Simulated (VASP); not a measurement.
Input of a VASP 6.6.1 run:

Contents of INCAR:

```
SYSTEM = Re
PREC     = Accurate       ! precision mode
ENCUT    = 600            ! plane-wave cutoff, eV
EDIFF    = 1E-7           ! SCF threshold, eV
ISMEAR   = -1             ! smearing method
SIGMA    = 0.1            ! smearing width, eV
LREAL    = .FALSE.        ! projectors in reciprocal space
LASPH    = .TRUE.         ! aspherical terms in the spheres
NELM     = 120            ! most SCF steps
ALGO     = Normal         ! electronic algorithm
ISIF     = 3              ! what is computed and relaxed
LWAVE    = .FALSE.        ! write WAVECAR
LCHARG   = .FALSE.        ! write CHGCAR
GGA      = PE             ! functional
IBRION   = 2              ! ionic algorithm
NSW      = 80             ! ionic steps
EDIFFG   = -0.02          ! ionic threshold
PSTRESS  = 150.0        
GGA_COMPAT= .FALSE.      
NELMIN   = 4
```

Contents of KPOINTS:

```
Automatic mesh
0
G
  9 9 9
  0 0 0
```

File POSCAR:

```
Re
1.0
   -1.5450000000      1.5450000000      1.5450000000
    1.5450000000     -1.5450000000      1.5450000000
    1.5450000000      1.5450000000     -1.5450000000
Re
1
Direct
    0.0000000000      0.0000000000      0.0000000000
```

Potentials or basis: VASP PAW PBE potentials, release 64 (Re).

Command:

```console
$ cat potpaw_PBE.64/Re/POTCAR > POTCAR
$ mpirun -np 1 vasp_std > vasp.out
```

Question: Estimate the band gap on the k mesh.

Answer: Zero (an odd number of electrons rules out a gap without spin polarisation).

Question: Estimate the relaxed volume.

Answer: 14.53 Å³/atom.

Final structure:
```xyz
1
Lattice="-1.5372 1.5372 1.5372 1.5372 -1.5372 1.5372 1.5372 1.5372 -1.5372" Properties=species:S:1:pos:R:3 pbc="T T T"
Re    0.0000    0.0000    0.0000
```

Caveat: the cell is relaxed towards a set pressure, so the run minimises the enthalpy, not the energy; spin-orbit coupling is left out, which moves the levels of the heavy elements.
